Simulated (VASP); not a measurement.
# TaN (Fmmm) in VASP: single point with PBE

Aim: the single point of TaN with PBE.

Everything below comes from runs of VASP 6.6.1. Logs are shortened: lines on timing, memory, paths and dates and some standing lists are left out, and cuts for length are marked.

## Step 1: The cell of the first run

The structure is orthorhombic, space group Fmmm (No. 69). Conventional cell: a = 4.304 Å, b = 4.358 Å, c = 4.412 Å, α = 90.00°, β = 90.00°, γ = 90.00°. Ta (site symmetry mmm) has 6 N at 2.15 to 2.21 Å within 2.8 Å. N (site symmetry mmm) has 6 Ta at 2.15 to 2.21 Å within 2.8 Å.

## Step 2: Single point, PBE (strain +0.0125 x Voigt [1, -1, 0, 0, 0, 0])

Input file INCAR:

```
SYSTEM = TaN
ALGO = Normal ; EDIFF = 1E-6
ENCUT = 520 ; GGA = PE
ISIF = 2 ; ISMEAR = 0
LASPH = .True. ; LCHARG = .True.
LELF = .True. ; LREAL = .False.
LVHAR = .True. ; LWAVE = .False.
NBANDS = 15 ; NELM = 100
PREC = Accurate ; SIGMA = 0.02
```

Input file KPOINTS:

```
k-points
0
Gamma
  18 18 18
  0 0 0
```

Input file POSCAR:

```
TaN
1.0
    0.0000000000      2.1517625000      2.1790000000
    2.2062375000      0.0000000000      2.1790000000
    2.2062375000      2.1517625000      0.0000000000
Ta N
1 1
Direct
    0.5000000000      0.5000000000      0.5000000000
    0.0000000000      0.0000000000      0.0000000000
```

Potentials or basis: VASP PAW PBE potentials, release 64 (Ta_pv, N).

Command:

```
> cat potpaw_PBE.64/Ta_pv/POTCAR potpaw_PBE.64/N/POTCAR > POTCAR
> mpirun -np 1 vasp_std > vasp.out
```

OUTCAR:

```text
SYSTEM = TaN
   EDIFF = 1E-6
   ENCUT = 520
   GGA = PE
   ISIF = 2
   ISMEAR = 0
   LASPH = .True.
   LREAL = .False.
   NELM = 100
   PREC = Accurate

 ion  position               nearest neighbor table
   1  0.500  0.500  0.500-   2 2.15   2 2.15   2 2.18   2 2.18   2 2.21   2 2.21
   2  0.000  0.000  0.000-   1 2.15   1 2.15   1 2.18   1 2.18   1 2.21   1 2.21

  LATTYP: Found a face centered orthorhombic cell.
 ALAT       =     4.3035250000
 B/A-ratio  =     1.0126582278
 C/A-ratio  =     1.0253164557

  Lattice vectors:

 A1 = (  -2.2062375000,   0.0000000000,  -2.1790000000)
 A2 = (  -2.2062375000,   2.1517625000,   0.0000000000)
 A3 = (   0.0000000000,   2.1517625000,  -2.1790000000)

Analysis of symmetry for initial positions (statically):
=====================================================================
 Subroutine PRICEL returns:
 Original cell was already a primitive cell.

 Routine SETGRP: Setting up the symmetry group for a
 face centered orthorhombic supercell.

 Subroutine GETGRP returns: Found  8 space group operations
 (whereof  8 operations were pure point group operations)
 out of a pool of  8 trial point group operations.

The static configuration has the point symmetry D_2h.

Analysis of symmetry for dynamics (positions and initial velocities):
=====================================================================
 Subroutine PRICEL returns:
 Original cell was already a primitive cell.

 Routine SETGRP: Setting up the symmetry group for a
 face centered orthorhombic supercell.

 Subroutine GETGRP returns: Found  8 space group operations
 (whereof  8 operations were pure point group operations)
 out of a pool of  8 trial point group operations.

The dynamic configuration has the point symmetry D_2h.

 Subroutine INISYM returns: Found  8 space group operations
 (whereof  8 operations are pure point group operations),
 and found     1 'primitive' translations

----------------------------------------------------------------------------------------

                                     Primitive cell

  volume of cell :      20.6887

  direct lattice vectors                    reciprocal lattice vectors
     0.000000000  2.151762500  2.179000000    -0.226630179  0.232367652  0.229463056
     2.206237500  0.000000000  2.179000000     0.226630179 -0.232367652  0.229463056
     2.206237500  2.151762500  0.000000000     0.226630179  0.232367652 -0.229463056

  length of vectors
     3.062372096  3.100890986  3.081812091     0.397503784  0.397503784  0.397503784
[... 86 lines left out ...]
   NFREE  =      0    steps in history (QN), initial steepest desc. (CG)
   ISIF   =      2    stress and relaxation
   ISYM   =      2    0-nonsym 1-usesym 2-fastsym
   POTIM  = 0.5000    time-step for ionic-motion
   TEBEG  =    0.0;   TEEND  =   0.0 temperature during run
   PSTRESS=    0.0 pullay stress
   NELECT =      16.0000    total number of electrons
   NUPDOWN=      -1.0000    fix difference up-down
   EMIN   =  10.00;   EMAX   =-10.00  energy-range for DOS
   EFERMI =   0.00;   METHOD = LEGACY
   ISMEAR =     0;   SIGMA  =   0.02  broadening in eV -4-tet -1-fermi 0-gaus
   EFERMI_NEDOS =   21; number of points for ismear=-14 and -15
   IALGO  =     38    algorithm
   IMIX   =      4    mixing-type and parameters
     AMIX     =   0.40;   BMIX     =  1.00
     AMIX_MAG =   1.60;   BMIX_MAG =  1.00
  volume/ion in A,a.u.               =      10.34        69.81
  Fermi-wavevector in a.u.,A,eV,Ry     =   1.502693  2.839678 30.723122  2.258086
  Thomas-Fermi vector in A             =   2.613900
   LORBIT       =      0    0 simple, 1 ext, 2 COOP (PROOUT), +10 PAW based schemes
   GGA     = PE    functional components
   LHFCALC =     F    Hartree Fock is set to
   AEXX    =    0.0000 exact exchange contribution
   IVDW    =     0    specifies the selected vdW correction
   LEPSILON=     F    determine dielectric tensor
   LRPA    =     F    only Hartree local field effects (RPA)
 non-spin polarized calculation
 Gauss-broadening in eV      SIGMA  =   0.02
  energy-cutoff  :      520.00
  volume of cell :       20.69
 maximum number of plane-waves:       570
   NGX = 11   NGY = 11   NGZ = 11

 number of electron      16.0000000 magnetization

 Free energy of the ion-electron system (eV)
  ---------------------------------------------------
  ext. energy  EPLUGINS =         0.00000000
  ---------------------------------------------------
  free energy    TOTEN  =       -21.77066790 eV

  energy without entropy =      -21.77046914  energy(sigma->0) =      -21.77056852

 E-fermi :   9.8738     XC(G=0): -13.5895

 val. band max:        9.8718097327   @ k =  -0.3333   0.1111   0.0556
 cond. band min:       9.8758528214   @ k =   0.1667  -0.0556   0.1111
 fundamental gap:      0.0040430887
 Fermi energy:         9.8737548033

 k-point     1 :       0.0000    0.0000    0.0000
  band No.  band energies     occupation
      1     -25.8667      2.00000
      2     -25.8591      2.00000
      3     -25.8514      2.00000
      4      -9.2348      2.00000
      5       5.8922      2.00000
      6       5.9485      2.00000
      7       6.0160      2.00000
      8       7.5265      2.00000
      9       7.6837      2.00000
     10       7.8354      2.00000
     11       9.7224      2.00000
     12      10.0406      0.00000
     13      11.7324      0.00000
     14      19.2832      0.00000
[... 401 lines left out ...]
      2     -25.9370      2.00000
      3     -25.8877      2.00000
      4      -7.8878      2.00000
      5       2.1041      2.00000
      6       3.2947      2.00000
      7       3.7137      2.00000
      8       8.8869      2.00000
      9       9.0476      2.00000
     10      10.0145      0.00000
     11      12.8166      0.00000
     12      14.0765      0.00000
     13      15.0129      0.00000
     14      22.2806      0.00000
     15      22.5312      0.00000

 [... further k-points ...]
[... 5 lines left out ...]
  --------------------------------------------------------------------------------------
  -------------------------------------------------------------------------------------
  Total        0.9897146      3.1874750      2.0007214      0.0000000      0.0000000      0.0000000
  in kB       76.6455144    246.8445529    154.9399403      0.0000000      0.0000000      0.0000000
  external PRESSURE =     159.4766692 kB  Pullay stress =       0.0000000 kB

 VOLUME and BASIS-vectors are now :
 -----------------------------------------------------------------------------
  energy-cutoff  :      520.00
  volume of cell :       20.69
      direct lattice vectors                 reciprocal lattice vectors
     0.000000000  2.151762500  2.179000000    -0.226630179  0.232367652  0.229463056
     2.206237500  0.000000000  2.179000000     0.226630179 -0.232367652  0.229463056
     2.206237500  2.151762500  0.000000000     0.226630179  0.232367652 -0.229463056

 POSITION                                       TOTAL-FORCE (eV/Angst)
 -----------------------------------------------------------------------------------
      2.20624      2.15176      2.17900         0.000000      0.000000      0.000000
      0.00000      0.00000      0.00000         0.000000     -0.000000      0.000000
 -----------------------------------------------------------------------------------
    total drift:                                0.000000     -0.000000     -0.000000

  FREE ENERGIE OF THE ION-ELECTRON SYSTEM (eV)
  ---------------------------------------------------
  free  energy   TOTEN  =       -21.7706679011 eV

  energy  without entropy=      -21.7704691409  energy(sigma->0) =      -21.77056852
```

It took 7.4 min on 1 thread of AMD EPYC 7R13, shared host; peak memory 0.34 GiB.

Results:

```
Free energy            : -21.7707 eV
Pressure               : 15.9 GPa
Band gap on the k mesh : zero (bands 8 and 9 overlap by 4.07 eV)
```

Stress tensor (GPa, compression positive):
```
 7.66  0.00  0.00
 0.00 24.68  0.00
 0.00  0.00 15.49
```

Caveat: the cell differs from its parent crystal (strain +0.0125 x Voigt [1, -1, 0, 0, 0, 0]); the stress differs along the axes, from 8 to 25 GPa; spin-orbit coupling is left out, which moves the levels of the heavy elements.
